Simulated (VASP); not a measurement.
Mo, 1 atom in the cell. It takes space group Fm-3m (No. 225, cubic). The conventional cell has a = 4.221 Å, b = 4.221 Å, c = 4.221 Å, α = 90.00°, β = 90.00°, γ = 90.00°. Mo (site symmetry m-3m) has 12 Mo at 2.98 Å within 3.9 Å. This isn't the form of Mo at room conditions, which is bcc. This cell differs from its parent crystal: strained.

* Program: VASP 6.6.1
* Task: single point
* Functional: PBE
* Potentials or basis: VASP PAW PBE potentials, release 64 (Mo_sv)
* Cutoff: 520 eV
* k mesh: 18 × 18 × 18
* Occupations: gaussian, width 0.1 eV
* Spin: no spin polarisation
* Dipole correction: no
* Further INCAR settings: ALGO = Normal; EDIFF = 1e-06; NBANDS = 13

Potentials or basis: VASP PAW PBE potentials, release 64 (Mo_sv).

The run is started by

```sh
$ cat potpaw_PBE.64/Mo_sv/POTCAR > POTCAR
$ mpirun -np 1 vasp_std > vasp.out
```

Hardware: 1 thread of AMD EPYC 7R43 64-Core Processor (Zen 3) (shared host).

Question: How long does it take, and how much memory?

Answer: Wall time 32 s on 1 thread of AMD EPYC 7R43 64-Core Processor (Zen 3), on a shared host, peak memory 0.14 GiB. Counts: scf iterations 11, k points 195.
